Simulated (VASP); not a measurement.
# BN (P-6m2) in VASP: a series of runs, part 2 of 2

VASP 6.6.1. Earlier steps stand in the parts before.

## 6. Single point, r2SCAN

The input, POSCAR:

```
BN
1.0
    2.5121490623      0.0000000000      0.0000000000
   -1.2560745311      2.1755849060      0.0000000000
    0.0000000000      0.0000000000      8.3518967055
B N
2 2
Direct
    0.0000000000      0.0000000000      0.5000000000
    0.3333333333      0.6666666667      0.0000000000
    0.3333333333      0.6666666667      0.5000000000
    0.6666666667      0.3333333333      0.0000000000
```

The input, INCAR.step1:

```
PREC     = Accurate       # precision mode
ENCUT    = 520            # plane-wave cutoff, eV
ISMEAR   = 0              # smearing method
SIGMA    = 0.02           # smearing width, eV
LREAL    = False          # projectors in reciprocal space
LASPH    = True           # aspherical terms in the spheres
NELM     = 60             # most SCF steps
NBANDS   = 16             # bands
GGA      = PE             # functional
ALGO     = Normal         # electronic algorithm
EDIFF    = 1E-4           # SCF threshold, eV
LWAVE    = True           # write WAVECAR
LCHARG   = False          # write CHGCAR
```

The input, INCAR.step2:

```
PREC     = Accurate       # precision mode
ENCUT    = 520            # plane-wave cutoff, eV
EDIFF    = 1E-6           # SCF threshold, eV
ISMEAR   = 0              # smearing method
SIGMA    = 0.02           # smearing width, eV
LREAL    = False          # projectors in reciprocal space
LASPH    = True           # aspherical terms in the spheres
NELM     = 60             # most SCF steps
ALGO     = Normal         # electronic algorithm
ISIF     = 2              # what is computed and relaxed
LWAVE    = False          # write WAVECAR
LCHARG   = False          # write CHGCAR
METAGGA  = R2SCAN         # meta-GGA
LMIXTAU  = True         
NBANDS   = 16             # bands
ISTART   = 1
```

The input, KPOINTS:

```
regular mesh
0
Gamma
  12 12 4
```

Potentials or basis: VASP PAW PBE potentials, release 64 (B, N).

Started as:

```
> cat potpaw_PBE.64/B/POTCAR potpaw_PBE.64/N/POTCAR > POTCAR
> cp INCAR.step1 INCAR
> mpirun -np 1 vasp_std > vasp.out
> cp INCAR.step2 INCAR
> mpirun -np 1 vasp_std > vasp.out
```

OUTCAR:

```text
PREC = Accurate
   ENCUT = 520
   EDIFF = 1E-6
   ISMEAR = 0
   LREAL = False
   LASPH = True
   NELM = 60
   ISIF = 2
   METAGGA = R2SCAN
   ISTART = 1

 ion  position               nearest neighbor table
   1  0.000  0.000  0.500-   3 1.45   3 1.45   3 1.45
   2  0.333  0.667  0.000-   4 1.45   4 1.45   4 1.45
   3  0.333  0.667  0.500-   1 1.45   1 1.45   1 1.45
   4  0.667  0.333  0.000-   2 1.45   2 1.45   2 1.45

  LATTYP: Found a hexagonal cell.
[... 654 lines left out ...]

  FORCE on cell =-STRESS in cart. coord.  units (eV):
  Direction    XX          YY          ZZ          XY          YZ          ZX
  --------------------------------------------------------------------------------------
  -------------------------------------------------------------------------------------
  Total       -0.9820153     -0.9820153     -0.3045982     -0.0000000      0.0000000     -0.0000000
  in kB      -34.4684924    -34.4684924    -10.6913191     -0.0000000      0.0000000     -0.0000000
  external PRESSURE =     -26.5427680 kB  Pullay stress =       0.0000000 kB

 VOLUME and BASIS-vectors are now :
 -----------------------------------------------------------------------------
  energy-cutoff  :      520.00
  volume of cell :       45.65
      direct lattice vectors                 reciprocal lattice vectors
     2.512149062  0.000000000  0.000000000     0.398065551  0.229823253  0.000000000
    -1.256074531  2.175584906  0.000000000     0.000000000  0.459646506  0.000000000
     0.000000000  0.000000000  8.351896705     0.000000000  0.000000000  0.119733282

 POSITION                                       TOTAL-FORCE (eV/Angst)
 -----------------------------------------------------------------------------------
      0.00000      0.00000      4.17595         0.000000      0.000000      0.000000
     -0.00000      1.45039      0.00000         0.000000     -0.000000      0.000000
     -0.00000      1.45039      4.17595         0.000000     -0.000000      0.000000
      1.25607      0.72519      0.00000        -0.000000      0.000000      0.000000
 -----------------------------------------------------------------------------------
    total drift:                                0.000001     -0.000000     -0.000000

  FREE ENERGIE OF THE ION-ELECTRON SYSTEM (eV)
  ---------------------------------------------------
  free  energy   TOTEN  =       -38.5529049006 eV

  energy  without entropy=      -38.5529049006  energy(sigma->0) =      -38.55290490
```

OSZICAR.step1:

```text
N       E                     dE             d eps       ncg     rms          rms(c)
DAV:   1     0.536387421848E+02    0.53639E+02   -0.76071E+03  1824   0.889E+02
DAV:   2    -0.348422608930E+02   -0.88481E+02   -0.79849E+02  2520   0.214E+02
DAV:   3    -0.388917539867E+02   -0.40495E+01   -0.40254E+01  2376   0.459E+01
DAV:   4    -0.389281440536E+02   -0.36390E-01   -0.36377E-01  2288   0.483E+00
DAV:   5    -0.389286270982E+02   -0.48304E-03   -0.48303E-03  2408   0.528E-01    0.112E+01
DAV:   6    -0.356296963616E+02    0.32989E+01   -0.55908E+00  2304   0.176E+01    0.503E+00
DAV:   7    -0.353123479808E+02    0.31735E+00   -0.59428E-01  2472   0.535E+00    0.315E+00
DAV:   8    -0.352086396793E+02    0.10371E+00   -0.30428E-01  2464   0.348E+00    0.514E-01
DAV:   9    -0.352047875659E+02    0.38521E-02   -0.18553E-02  1992   0.104E+00    0.202E-01
DAV:  10    -0.352066374433E+02   -0.18499E-02   -0.18312E-03  1992   0.334E-01    0.404E-02
DAV:  11    -0.352068340116E+02   -0.19657E-03   -0.19054E-04  2144   0.109E-01    0.318E-02
DAV:  12    -0.352068484039E+02   -0.14392E-04   -0.35560E-05  1568   0.480E-02
   1 F= -.35206848E+02 E0= -.35206848E+02  d E =-.374439E-14
```

Run time: 3.1 min. Hardware: 1 thread of Intel Xeon 8259CL, shared host; peak memory 0.18 GiB.

Results:

```yaml
Free_energy: -38.5529 eV
Pressure: -2.7 GPa
Band_gap_on_the_k_mesh: 4.63 eV (least direct gap 5.35 eV)
```

Levels at points of the mesh, in eV from the valence-band top:
```
           k point  band 5  band 6  band 7  band 8  band 9  band 10  band 11  band 12
(0.00, 0.00, 0.00)   -1.38   -1.38   -1.37   -1.37    4.63     8.13    10.74    12.26
(0.50, 0.00, 0.00)   -4.28   -4.26   -0.98   -0.83    5.20     5.65    10.19    10.40
(0.00, 0.00, 0.50)   -1.38   -1.38   -1.37   -1.37    5.97     5.97    12.26    12.26
(0.50, 0.00, 0.50)   -4.27   -4.26   -0.91   -0.90    5.38     5.39    10.37    10.40
```

Caveat: the PAW data sets were made with another functional, which shifts forces and pressure a little. A k mesh can miss the band edges.

## 7. Relaxation of cell and atoms, PBE

This run uses another cell than the first one, of 10.73 Å³/atom.

The input, INCAR:

```
SYSTEM = BN
PREC = Accurate
ENCUT = 600
EDIFF = 1E-7
ISMEAR = 0
SIGMA = 0.02
LREAL = .False.
LASPH = .True.
NELM = 80
ALGO = Normal
ISIF = 3
LWAVE = .False.
LCHARG = .False.
GGA = PE
IBRION = 2
NSW = 100
EDIFFG = -0.01
```

The input, KPOINTS:

```
Automatic mesh
0
Gamma
  12 12 4
  0 0 0
```

The input, POSCAR:

```
BN
1.0
    2.5121118924      0.0000000000      0.0000000000
   -1.2560559462      2.1755527160      0.0000000000
    0.0000000000      0.0000000000      7.8552204390
B N
2 2
Direct
    0.0000000000      0.0000000000      0.5000000000
    0.3333333333      0.6666666667      0.0000000000
    0.3333333333      0.6666666667      0.5000000000
    0.6666666667      0.3333333333      0.0000000000
```

Potentials or basis: VASP PAW PBE potentials, release 64 (B, N).

Started as:

```
> cat potpaw_PBE.64/B/POTCAR potpaw_PBE.64/N/POTCAR > POTCAR
> mpirun -np 1 vasp_std > vasp.out
```

OUTCAR:

```text
SYSTEM = BN
   PREC = Accurate
   ENCUT = 600
   EDIFF = 1E-7
   ISMEAR = 0
   LREAL = .False.
   LASPH = .True.
   NELM = 80
   ISIF = 3
   GGA = PE
   IBRION = 2
   NSW = 100
   EDIFFG = -0.01

 ion  position               nearest neighbor table
   1  0.000  0.000  0.500-   3 1.45   3 1.45   3 1.45
   2  0.333  0.667  0.000-   4 1.45   4 1.45   4 1.45
   3  0.333  0.667  0.500-   1 1.45   1 1.45   1 1.45
   4  0.667  0.333  0.000-   2 1.45   2 1.45   2 1.45

  LATTYP: Found a hexagonal cell.
 ALAT       =     2.5121118924
 C/A-ratio  =     3.1269389165

  Lattice vectors:

 A1 = (   2.5121118924,   0.0000000000,   0.0000000000)
 A2 = (  -1.2560559462,   2.1755527160,   0.0000000000)
 A3 = (   0.0000000000,   0.0000000000,   7.8552204390)

Analysis of symmetry for initial positions (statically):
=====================================================================
 Subroutine PRICEL returns:
 Original cell was already a primitive cell.

 Routine SETGRP: Setting up the symmetry group for a
 hexagonal supercell.

 Subroutine GETGRP returns: Found 12 space group operations
 (whereof 12 operations were pure point group operations)
 out of a pool of 24 trial point group operations.

The static configuration has the point symmetry D_3h.

Analysis of symmetry for dynamics (positions and initial velocities):
=====================================================================
 Subroutine PRICEL returns:
 Original cell was already a primitive cell.

 Routine SETGRP: Setting up the symmetry group for a
 hexagonal supercell.

 Subroutine GETGRP returns: Found 12 space group operations
 (whereof 12 operations were pure point group operations)
 out of a pool of 24 trial point group operations.

The dynamic configuration has the point symmetry D_3h.

 Subroutine INISYM returns: Found 12 space group operations
 (whereof 12 operations are pure point group operations),
 and found     1 'primitive' translations

----------------------------------------------------------------------------------------

                                     Primitive cell

  volume of cell :      42.9306

  direct lattice vectors                    reciprocal lattice vectors
     2.512111892  0.000000000  0.000000000     0.398071441  0.229826653  0.000000000
    -1.256055946  2.175552716  0.000000000     0.000000000  0.459653307  0.000000000
     0.000000000  0.000000000  7.855220439     0.000000000  0.000000000  0.127303875

  length of vectors
     2.512111892  2.512111892  7.855220439     0.459653307  0.459653307  0.127303875

  position of ions in fractional coordinates (direct lattice)
     0.000000000  0.000000000  0.500000000
     0.333333333  0.666666667  0.000000000
     0.333333333  0.666666667  0.500000000
     0.666666667  0.333333333  0.000000000

  ion indices of the primitive-cell ions
   primitive index   ion index
                 1           1
                 2           2
                 3           3
                 4           4

----------------------------------------------------------------------------------------

 KPOINTS: Automatic mesh
[... 52 lines left out ...]
   total plane-waves  NPLWV =  25600
   dimension x,y,z NGX =    20 NGY =   20 NGZ =   64
   dimension x,y,z NGXF=    40 NGYF=   40 NGZF=  128
   ions per type =               2   2
   NGX,Y,Z   is equivalent  to a cutoff of  13.24, 13.24, 13.54 a.u.
   NGXF,Y,Z  is equivalent  to a cutoff of  26.47, 26.47, 27.09 a.u.
 SYSTEM =  BN
   PREC   = accura    normal or accurate (medium, high low for compatibility)
   ISTART =      0    job   : 0-new  1-cont  2-samecut
   ICHARG =      2    charge: 1-file 2-atom 10-const
   ISPIN  =      1    spin polarized calculation?
   LNONCOLLINEAR =      F non collinear calculations
   LSORBIT =      F    spin-orbit coupling
   LASPH  =      T    aspherical Exc in radial PAW
   ENCUT  =  600.0 eV  44.10 Ry    6.64 a.u.   5.02  5.02 15.69*2*pi/ulx,y,z
   NELM   =     80;   NELMIN=  2; NELMDL= -5     # of ELM steps
   EDIFF  = 0.1E-06   stopping-criterion for ELM
   LREAL  =      F    real-space projection
   EDIFFG = -.1E-01   stopping-criterion for IOM
   NSW    =    100    number of steps for IOM
   IBRION =      2    ionic relax: 0-MD 1-quasi-New 2-CG
   NFREE  =      1    steps in history (QN), initial steepest desc. (CG)
   ISIF   =      3    stress and relaxation
   ISYM   =      2    0-nonsym 1-usesym 2-fastsym
   POTIM  = 0.5000    time-step for ionic-motion
   TEBEG  =    0.0;   TEEND  =   0.0 temperature during run
   PSTRESS=    0.0 pullay stress
   NELECT =      16.0000    total number of electrons
   NUPDOWN=      -1.0000    fix difference up-down
   EMIN   =  10.00;   EMAX   =-10.00  energy-range for DOS
   EFERMI =   0.00;   METHOD = LEGACY
   ISMEAR =     0;   SIGMA  =   0.02  broadening in eV -4-tet -1-fermi 0-gaus
   EFERMI_NEDOS =   21; number of points for ismear=-14 and -15
   IALGO  =     38    algorithm
   IMIX   =      4    mixing-type and parameters
     AMIX     =   0.40;   BMIX     =  1.00
     AMIX_MAG =   1.60;   BMIX_MAG =  1.00
  volume/ion in A,a.u.               =      10.73        72.43
  Fermi-wavevector in a.u.,A,eV,Ry     =   1.178128  2.226339 18.884693  1.387986
  Thomas-Fermi vector in A             =   2.314462
   LORBIT       =      0    0 simple, 1 ext, 2 COOP (PROOUT), +10 PAW based schemes
   GGA     = PE    functional components
   LHFCALC =     F    Hartree Fock is set to
   AEXX    =    0.0000 exact exchange contribution
   IVDW    =     0    specifies the selected vdW correction
   LEPSILON=     F    determine dielectric tensor
   LRPA    =     F    only Hartree local field effects (RPA)
 conjugate gradient relaxation of ions
 non-spin polarized calculation
 Gauss-broadening in eV      SIGMA  =   0.02
  energy-cutoff  :      600.00
  volume of cell :       42.93
 maximum number of plane-waves:      1464
 NGX is ok and might be reduce to    20
   NGX =  9   NGY =  9   NGZ = 31

 number of electron      15.9999999 magnetization

 Free energy of the ion-electron system (eV)
  ---------------------------------------------------
  ext. energy  EPLUGINS =         0.00000000
  ---------------------------------------------------
  free energy    TOTEN  =       -35.21094758 eV

  energy without entropy =      -35.21094758  energy(sigma->0) =      -35.21094758

 E-fermi :   1.0941     XC(G=0):  -8.9597

 val. band max:        1.0095150857   @ k =   0.3333   0.3333   0.5000
 cond. band min:       5.5335809901   @ k =   0.0000   0.0000   0.0000
 fundamental gap:      4.5240659044
 Fermi energy:         1.0940786323

 k-point     1 :       0.0000    0.0000    0.0000
  band No.  band energies     occupation
      1     -16.6482      2.00000
      2     -16.5738      2.00000
      3      -4.6147      2.00000
      4      -3.7476      2.00000
      5      -0.3583      2.00000
      6      -0.3583      2.00000
      7      -0.3375      2.00000
      8      -0.3375      2.00000
      9       5.5336      0.00000
     10       9.3609      0.00000
     11      11.7499      0.00000
     12      12.5040      0.00000
[... 331 lines left out ...]
 k-point    24 :       0.3333    0.0000    0.2500
  band No.  band energies     occupation
      1     -14.7037      2.00000
      2     -14.6637      2.00000
      3      -5.8674      2.00000
      4      -5.8404      2.00000
      5      -2.5809      2.00000
      6      -2.5595      2.00000
      7      -1.7994      2.00000
      8      -1.3342      2.00000
      9       7.8666      0.00000
     10       8.1182      0.00000
     11       9.3254      0.00000
     12      10.9660      0.00000

 [... further k-points ...]

------------------------ aborting loop because EDIFF is reached ----------------------------------------

  FORCE on cell =-STRESS in cart. coord.  units (eV):
  Direction    XX          YY          ZZ          XY          YZ          ZX
  --------------------------------------------------------------------------------------
  -------------------------------------------------------------------------------------
  Total       -0.0077078     -0.0077078      0.0076791      0.0000000      0.0000000      0.0000000
  in kB       -0.2876581     -0.2876581      0.2865837      0.0000000      0.0000000      0.0000000
  external PRESSURE =      -0.0962442 kB  Pullay stress =       0.0000000 kB

 VOLUME and BASIS-vectors are now :
 -----------------------------------------------------------------------------
  energy-cutoff  :      600.00
  volume of cell :       42.93
      direct lattice vectors                 reciprocal lattice vectors
     2.512111892  0.000000000  0.000000000     0.398071441  0.229826653  0.000000000
    -1.256055946  2.175552716  0.000000000     0.000000000  0.459653307  0.000000000
     0.000000000  0.000000000  7.855220439     0.000000000  0.000000000  0.127303875

 POSITION                                       TOTAL-FORCE (eV/Angst)
 -----------------------------------------------------------------------------------
      0.00000      0.00000      3.92761         0.000000     -0.000000      0.000000
     -0.00000      1.45037      0.00000        -0.000000      0.000000      0.000000
     -0.00000      1.45037      3.92761        -0.000000      0.000000      0.000000
      1.25606      0.72518      0.00000        -0.000000      0.000000      0.000000
 -----------------------------------------------------------------------------------
    total drift:                                0.000001     -0.000001     -0.000000

  FREE ENERGIE OF THE ION-ELECTRON SYSTEM (eV)
  ---------------------------------------------------
  free  energy   TOTEN  =       -35.2109475850 eV

  energy  without entropy=      -35.2109475850  energy(sigma->0) =      -35.21094758

 reached required accuracy - stopping structural energy minimisation
```

Run time: 48 s. Hardware: 1 thread of Intel Xeon 8259CL, shared host; peak memory 0.18 GiB.

Results:

```
Free energy             : -35.2109 eV
Pressure after relaxing : 0.0 GPa
Band gap on the k mesh  : 4.52 eV (least direct gap 4.62 eV)
```

Final structure:
```
B N
1.0
     2.51211    0.00000    0.00000
    -1.25606    2.17555    0.00000
     0.00000    0.00000    7.85522
B N
2 2
Direct
  0.00000 0.00000 0.50000
  0.33333 0.66667 0.00000
  0.33333 0.66667 0.50000
  0.66667 0.33333 0.00000
```

Levels at points of the mesh, in eV from the valence-band top:
```tsv
k point	band 6	band 7	band 8	band 9	band 10	band 11
(0.00, 0.00, 0.00)	-1.37	-1.35	-1.35	4.52	8.35	10.74
(0.50, 0.00, 0.00)	-4.12	-1.03	-0.81	4.53	5.07	9.52
(0.00, 0.00, 0.50)	-1.37	-1.35	-1.35	6.05	6.05	11.50
(0.50, 0.00, 0.50)	-4.12	-0.92	-0.90	4.74	4.74	9.70
```

Caveat: the relaxation stopped at its first step, so nothing moved; this functional lacks dispersion, which binds the layers, so the pressure and a relaxed spacing across them are unreliable. A k mesh can miss the band edges.

## 8. Overview

| task | level | cell | cutoff (eV) | smearing | gap on the mesh (eV) | pressure (GPa) |
| --- | --- | --- | --- | --- | --- | --- |
| single point | PBE | a = 2.512, b = 2.512, c = 8.352 Å, angles 90.0, 90.0, 120.0°, 4 atoms | 520 | gaussian 0.02 eV | 4.39 | 0.1 |
| single point | PBE | a = 2.512, b = 2.512, c = 8.518 Å, angles 90.0, 90.0, 120.0°, 4 atoms | 520 | gaussian 0.01 eV | 4.35 | 0.0 |
| single point | r2SCAN | a = 2.512, b = 2.512, c = 8.352 Å, angles 90.0, 90.0, 120.0°, 4 atoms | 520 | gaussian 0.02 eV | 4.63 | -2.7 |
| relaxation of cell and atoms | PBE | relaxed from a = 2.512, b = 2.512, c = 7.855 Å, angles 90.0, 90.0, 120.0°, 4 atoms | 600 | gaussian 0.02 eV | 4.52 | 0.0 |

Alike in all rows: potentials or basis VASP PAW PBE potentials, release 64 (B, N); no spin polarisation; k mesh 12 × 12 × 4.

Caveats: this functional lacks dispersion, which binds the layers, so the pressure and a relaxed spacing across them are unreliable (at least some runs); the PAW data sets were made with another functional, which shifts forces and pressure a little (at least some runs); the relaxation stopped at its first step, so nothing moved (at least some runs).

Absolute energies hang on the potentials; compare differences alone.
